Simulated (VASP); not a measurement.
# ZnO (P6_3mc) in VASP: a series of runs, part 2 of 3

VASP 6.6.1. The steps go on from the part before.

### Step 3. Electric field gradients, LDA (volume scaled by 1.04)

Contents of INCAR:

```
ALGO     = Normal         # electronic algorithm
EDIFF    = 1E-8           # SCF threshold, eV
ENCUT    = 520            # plane-wave cutoff, eV
ISIF     = 2              # what is computed and relaxed
ISMEAR   = -1             # smearing method
LASPH    = True           # aspherical terms in the spheres
LCHARG   = False          # write CHGCAR
LEFG     = True         
LREAL    = False          # projectors in reciprocal space
LWAVE    = False          # write WAVECAR
NBANDS   = 26             # bands
NELM     = 80             # most SCF steps
PREC     = Accurate       # precision mode
SIGMA    = 0.01           # smearing width, eV
```

Contents of KPOINTS:

```
k-points
0
Gamma
  8 8 5
```

Contents of POSCAR:

```
ZnO
1.0
    3.2921588739      0.0000000000      0.0000000000
   -1.6460794369      2.8510932180      0.0000000000
    0.0000000000      0.0000000000      5.2722789056
Zn O
2 2
Direct
    0.3333333333      0.6666666667      0.0000000000
    0.6666666667      0.3333333333      0.5000000000
    0.3333333333      0.6666666667      0.3821000000
    0.6666666667      0.3333333333      0.8821000000
```

Potentials or basis: VASP PAW LDA potentials, release 64 (Zn, O).

The run is started by

```console
$ cat potpaw_LDA.64/Zn/POTCAR potpaw_LDA.64/O/POTCAR > POTCAR
$ mpirun -np 1 vasp_std > vasp.out
```

OUTCAR:

```text
EDIFF = 1E-8
   ENCUT = 520
   ISIF = 2
   ISMEAR = -1
   LASPH = True
   LREAL = False
   NELM = 80
   PREC = Accurate

 ion  position               nearest neighbor table
   1  0.333  0.667  0.000-   4 2.00   4 2.00   4 2.00   3 2.01
   2  0.667  0.333  0.500-   3 2.00   3 2.00   3 2.00   4 2.01
   3  0.333  0.667  0.382-   2 2.00   2 2.00   2 2.00   1 2.01
   4  0.667  0.333  0.882-   1 2.00   1 2.00   1 2.00   2 2.01

  LATTYP: Found a hexagonal cell.
 ALAT       =     3.2921588739
 C/A-ratio  =     1.6014655147

  Lattice vectors:

 A1 = (   3.2921588739,   0.0000000000,   0.0000000000)
 A2 = (  -1.6460794369,   2.8510932180,   0.0000000000)
 A3 = (   0.0000000000,   0.0000000000,   5.2722789056)

Analysis of symmetry for initial positions (statically):
=====================================================================
 Subroutine PRICEL returns:
 Original cell was already a primitive cell.

 Routine SETGRP: Setting up the symmetry group for a
 hexagonal supercell.

 Subroutine GETGRP returns: Found 12 space group operations
 (whereof  6 operations were pure point group operations)
 out of a pool of 24 trial point group operations.

The static configuration has the point symmetry C_3v.
 The point group associated with its full space group is C_6v.

Analysis of symmetry for dynamics (positions and initial velocities):
=====================================================================
 Subroutine PRICEL returns:
 Original cell was already a primitive cell.

 Routine SETGRP: Setting up the symmetry group for a
 hexagonal supercell.

 Subroutine GETGRP returns: Found 12 space group operations
 (whereof  6 operations were pure point group operations)
 out of a pool of 24 trial point group operations.

The dynamic configuration has the point symmetry C_3v.
 The point group associated with its full space group is C_6v.

 Subroutine INISYM returns: Found 12 space group operations
 (whereof  6 operations are pure point group operations),
 and found     1 'primitive' translations

----------------------------------------------------------------------------------------

                                     Primitive cell

  volume of cell :      49.4869

  direct lattice vectors                    reciprocal lattice vectors
     3.292158874  0.000000000  0.000000000     0.303752048  0.175371327  0.000000000
    -1.646079437  2.851093218  0.000000000     0.000000000  0.350742653  0.000000000
     0.000000000  0.000000000  5.272278906     0.000000000  0.000000000  0.189671301

  length of vectors
     3.292158874  3.292158874  5.272278906     0.350742653  0.350742653  0.189671301

  position of ions in fractional coordinates (direct lattice)
     0.333333333  0.666666667  0.000000000
     0.666666667  0.333333333  0.500000000
     0.333333333  0.666666667  0.382100000
     0.666666667  0.333333333  0.882100000

  ion indices of the primitive-cell ions
   primitive index   ion index
                 1           1
                 2           2
                 3           3
                 4           4

----------------------------------------------------------------------------------------
[... 82 lines left out ...]
   NUPDOWN=      -1.0000    fix difference up-down
   EMIN   =  10.00;   EMAX   =-10.00  energy-range for DOS
   EFERMI =   0.00;   METHOD = LEGACY
   ISMEAR =    -1;   SIGMA  =   0.01  broadening in eV -4-tet -1-fermi 0-gaus
   EFERMI_NEDOS =   21; number of points for ismear=-14 and -15
   IALGO  =     38    algorithm
   IMIX   =      4    mixing-type and parameters
     AMIX     =   0.40;   BMIX     =  1.00
     AMIX_MAG =   1.60;   BMIX_MAG =  1.00
  volume/ion in A,a.u.               =      12.37        83.49
  Fermi-wavevector in a.u.,A,eV,Ry     =   1.472354  2.782345 29.495054  2.167825
  Thomas-Fermi vector in A             =   2.587378
   LORBIT       =      0    0 simple, 1 ext, 2 COOP (PROOUT), +10 PAW based schemes
   GGA     = CA    functional components
   LHFCALC =     F    Hartree Fock is set to
   AEXX    =    0.0000 exact exchange contribution
   IVDW    =     0    specifies the selected vdW correction
   LEPSILON=     F    determine dielectric tensor
   LRPA    =     F    only Hartree local field effects (RPA)
 non-spin polarized calculation
  energy-cutoff  :      520.00
  volume of cell :       49.49
 maximum number of plane-waves:      1346
   NGX = 13   NGY = 13   NGZ = 19

 number of electron      36.0000019 magnetization

 Free energy of the ion-electron system (eV)
  ---------------------------------------------------
  ext. energy  EPLUGINS =         0.00000000
  ---------------------------------------------------
  free energy    TOTEN  =       -21.02310639 eV

  energy without entropy =      -21.02310639  energy(sigma->0) =      -21.02310639

 E-fermi :   0.7464     XC(G=0): -11.2589

 val. band max:        0.5281186809   @ k =   0.0000   0.0000   0.0000
 cond. band min:       1.2067505738   @ k =   0.0000   0.0000   0.0000
 fundamental gap:      0.6786318928
 Fermi energy:         0.7464231750

 k-point     1 :       0.0000    0.0000    0.0000
  band No.  band energies     occupation
      1     -16.9643      2.00000
      2     -16.2503      2.00000
      3      -5.0738      2.00000
      4      -5.0738      2.00000
      5      -4.9966      2.00000
      6      -4.9027      2.00000
[... 685 lines left out ...]
     25      13.6704      0.00000
     26      13.8735      0.00000

 [... further k-points ...]
[... 5 lines left out ...]
  --------------------------------------------------------------------------------------
  -------------------------------------------------------------------------------------
  Total       -3.4086359     -3.4086359     -3.1768126     -0.0000000      0.0000000      0.0000000
  in kB     -110.3571863   -110.3571862   -102.8517302     -0.0000000      0.0000000      0.0000000
  external PRESSURE =    -107.8553676 kB  Pullay stress =       0.0000000 kB

 VOLUME and BASIS-vectors are now :
 -----------------------------------------------------------------------------
  energy-cutoff  :      520.00
  volume of cell :       49.49
      direct lattice vectors                 reciprocal lattice vectors
     3.292158874  0.000000000  0.000000000     0.303752048  0.175371327  0.000000000
    -1.646079437  2.851093218  0.000000000     0.000000000  0.350742653  0.000000000
     0.000000000  0.000000000  5.272278906     0.000000000  0.000000000  0.189671301

 POSITION                                       TOTAL-FORCE (eV/Angst)
 -----------------------------------------------------------------------------------
     -0.00000      1.90073      0.00000        -0.000000      0.000000      0.039838
      1.64608      0.95036      2.63614        -0.000000     -0.000000      0.039838
     -0.00000      1.90073      2.01454         0.000000      0.000000     -0.039838
      1.64608      0.95036      4.65068        -0.000000      0.000000     -0.039838
 -----------------------------------------------------------------------------------
    total drift:                               -0.000001     -0.000001     -0.000036

  FREE ENERGIE OF THE ION-ELECTRON SYSTEM (eV)
  ---------------------------------------------------
  free  energy   TOTEN  =       -21.0231063921 eV

  energy  without entropy=      -21.0231063921  energy(sigma->0) =      -21.02310639

 Electric field gradients (V/A^2)
---------------------------------------------------------------------
 ion       V_xx      V_yy      V_zz      V_xy      V_xz      V_yz
---------------------------------------------------------------------
   1      -3.686    -3.683     7.369     0.003     0.000    -0.000
   2      -3.686    -3.683     7.369     0.003    -0.000     0.000
   3       1.774     1.769    -3.543    -0.005    -0.000     0.000
   4       1.774     1.769    -3.543    -0.005     0.000    -0.000
---------------------------------------------------------------------

 Electric field gradients after diagonalization (V/A^2)
 (convention: |V_zz| > |V_xx| > |V_yy|)
----------------------------------------------------------------------
 ion       V_xx      V_yy      V_zz     asymmetry (V_yy - V_xx)/ V_zz
----------------------------------------------------------------------
   1      -3.688    -3.681     7.369       0.001
   2      -3.688    -3.681     7.369       0.001
   3       1.777     1.766    -3.543       0.003
   4       1.777     1.766    -3.543       0.003
----------------------------------------------------------------------

           NMR quadrupolar parameters

 Cq : quadrupolar parameter    Cq=e*Q*V_zz/h
 eta: asymmetry parameters     (V_yy - V_xx)/ V_zz
 Q  : nuclear electric quadrupole moment in mb (millibarn)
----------------------------------------------------------------------
 ion       Cq(MHz)       eta       Q (mb)
----------------------------------------------------------------------
   1       0.018       0.001       1.000
   2       0.018       0.001       1.000
   3      -0.009       0.003       1.000
   4      -0.009       0.003       1.000
----------------------------------------------------------------------
```

Run time: 69 s. Hardware: 1 thread of AMD EPYC 7R13, shared host; peak memory 0.13 GiB.

Results:

| Item | Value |
| --- | --- |
| Free energy | -21.0231 eV |
| Pressure | -10.8 GPa |
| Largest force | 0.040 eV/Å |
| Band gap on the k mesh | 0.68 eV, direct |

Forces in eV/Å, atoms in the order of the input:
```
Zn   0.000  0.000  0.040
Zn   0.000  0.000  0.040
O    0.000  0.000 -0.040
O    0.000  0.000 -0.040
```

Electric field gradients, principal values (V/Å²):
| atom | least | middle | greatest (by size) |
| --- | --- | --- | --- |
| 1 Zn | -3.681 | -3.688 | 7.369 |
| 2 Zn | -3.681 | -3.688 | 7.369 |
| 3 O | 1.766 | 1.777 | -3.543 |
| 4 O | 1.766 | 1.777 | -3.543 |

Caveat: without QUAD_EFG the Cq values of the log hold for a quadrupole moment of 1 mb, not for the nuclei.

### Step 4. Electric field gradients, LDA (volume scaled by 1.04)

Contents of INCAR:

```
SYSTEM = ZnO
ALGO = Normal ; EDIFF = 1E-8
ENCUT = 520 ; ISIF = 2
ISMEAR = -1 ; LASPH = .TRUE.
LCHARG = .FALSE. ; LEFG = .TRUE.
LREAL = .FALSE. ; LWAVE = .FALSE.
NBANDS = 26 ; NELM = 60
PREC = Accurate ; SIGMA = 0.01
```

Contents of KPOINTS:

```
k-points
0
G
  8 8 5
  0 0 0
```

POSCAR is that of step 3.

Potentials or basis: VASP PAW LDA potentials, release 64 (Zn, O).

The run is started by

```console
$ cat potpaw_LDA.64/Zn/POTCAR potpaw_LDA.64/O/POTCAR > POTCAR
$ mpirun -np 1 vasp_std > vasp.out
```

OUTCAR:

```text
SYSTEM = ZnO
   EDIFF = 1E-8
   ENCUT = 520
   ISIF = 2
   ISMEAR = -1
   LASPH = .TRUE.
   LREAL = .FALSE.
   NELM = 60
   PREC = Accurate

 ion  position               nearest neighbor table
   1  0.333  0.667  0.000-   4 2.00   4 2.00   4 2.00   3 2.01
   2  0.667  0.333  0.500-   3 2.00   3 2.00   3 2.00   4 2.01
   3  0.333  0.667  0.382-   2 2.00   2 2.00   2 2.00   1 2.01
   4  0.667  0.333  0.882-   1 2.00   1 2.00   1 2.00   2 2.01

  LATTYP: Found a hexagonal cell.
 ALAT       =     3.2921588739
 C/A-ratio  =     1.6014655147

  Lattice vectors:

 A1 = (   3.2921588739,   0.0000000000,   0.0000000000)
 A2 = (  -1.6460794369,   2.8510932180,   0.0000000000)
 A3 = (   0.0000000000,   0.0000000000,   5.2722789056)
[... 922 lines left out ...]
---------------------------------------------------------------------
   1      -3.686    -3.683     7.369     0.003     0.000    -0.000
   2      -3.686    -3.683     7.369     0.003    -0.000     0.000
   3       1.774     1.769    -3.543    -0.005    -0.000     0.000
   4       1.774     1.769    -3.543    -0.005     0.000    -0.000
---------------------------------------------------------------------

 Electric field gradients after diagonalization (V/A^2)
 (convention: |V_zz| > |V_xx| > |V_yy|)
----------------------------------------------------------------------
 ion       V_xx      V_yy      V_zz     asymmetry (V_yy - V_xx)/ V_zz
----------------------------------------------------------------------
   1      -3.688    -3.681     7.369       0.001
   2      -3.688    -3.681     7.369       0.001
   3       1.777     1.766    -3.543       0.003
   4       1.777     1.766    -3.543       0.003
----------------------------------------------------------------------

           NMR quadrupolar parameters

 Cq : quadrupolar parameter    Cq=e*Q*V_zz/h
 eta: asymmetry parameters     (V_yy - V_xx)/ V_zz
 Q  : nuclear electric quadrupole moment in mb (millibarn)
----------------------------------------------------------------------
 ion       Cq(MHz)       eta       Q (mb)
----------------------------------------------------------------------
   1       0.018       0.001       1.000
   2       0.018       0.001       1.000
   3      -0.009       0.003       1.000
   4      -0.009       0.003       1.000
----------------------------------------------------------------------
```

OSZICAR:

```text
N       E                     dE             d eps       ncg     rms          rms(c)
DAV:   1     0.288682032218E+03    0.28868E+03   -0.18097E+04  1584   0.200E+03
DAV:   2     0.652136525318E+01   -0.28216E+03   -0.26560E+03  1680   0.404E+02
DAV:   3    -0.234944952727E+02   -0.30016E+02   -0.29651E+02  1708   0.136E+02
DAV:   4    -0.240691639428E+02   -0.57467E+00   -0.57342E+00  1720   0.193E+01
DAV:   5    -0.240722033634E+02   -0.30394E-02   -0.30392E-02  1724   0.145E+00    0.137E+01
DAV:   6    -0.209409758120E+02    0.31312E+01   -0.62070E+00  2460   0.628E+01    0.850E+00
DAV:   7    -0.210930717610E+02   -0.15210E+00   -0.27294E+00  1642   0.168E+01    0.510E+00
DAV:   8    -0.210752948477E+02    0.17777E-01   -0.61539E-01  2060   0.700E+00    0.169E+00
DAV:   9    -0.210213479147E+02    0.53947E-01   -0.10350E-01  2266   0.644E+00    0.346E-01
DAV:  10    -0.210231101510E+02   -0.17622E-02   -0.34460E-02  1586   0.136E+00    0.747E-02
DAV:  11    -0.210231378966E+02   -0.27746E-04   -0.73666E-04  1876   0.683E-01    0.383E-02
DAV:  12    -0.210231048356E+02    0.33061E-04   -0.15190E-04  1978   0.402E-01    0.766E-03
DAV:  13    -0.210231077464E+02   -0.29108E-05   -0.23651E-05  1648   0.461E-02    0.947E-03
DAV:  14    -0.210231064300E+02    0.13164E-05   -0.42321E-06  2024   0.306E-02    0.157E-03
DAV:  15    -0.210231064117E+02    0.18267E-07   -0.31712E-07  1936   0.130E-02    0.113E-03
DAV:  16    -0.210231063958E+02    0.15956E-07   -0.58071E-08  1632   0.212E-03    0.302E-04
DAV:  17    -0.210231063921E+02    0.36462E-08   -0.10503E-08   816   0.144E-03
   1 F= -.21023106E+02 E0= -.21023106E+02  d E =-.945733E-12
```

Wall time 62 s (1 thread of AMD EPYC 7R13, shared host); peak memory 0.13 GiB.

What came out:

```
Free energy            : -21.0231 eV
Pressure               : -10.8 GPa
Largest force          : 0.040 eV/Å
Band gap on the k mesh : 0.68 eV, direct
```

Forces in eV/Å, atoms in the order of the input:
```
Zn   0.000  0.000  0.040
Zn   0.000  0.000  0.040
O    0.000  0.000 -0.040
O    0.000  0.000 -0.040
```

Stress tensor (GPa, compression positive):
```
-11.04   0.00   0.00
  0.00 -11.04   0.00
  0.00   0.00 -10.29
```

Electric field gradients, principal values (V/Å²):
```
atom   least  middle  greatest (by size)
1 Zn  -3.681  -3.688               7.369
2 Zn  -3.681  -3.688               7.369
 3 O   1.766   1.777              -3.543
 4 O   1.766   1.777              -3.543
```

Caveat: without QUAD_EFG the Cq values of the log hold for a quadrupole moment of 1 mb, not for the nuclei.

(Continued in part 3 of 3.)
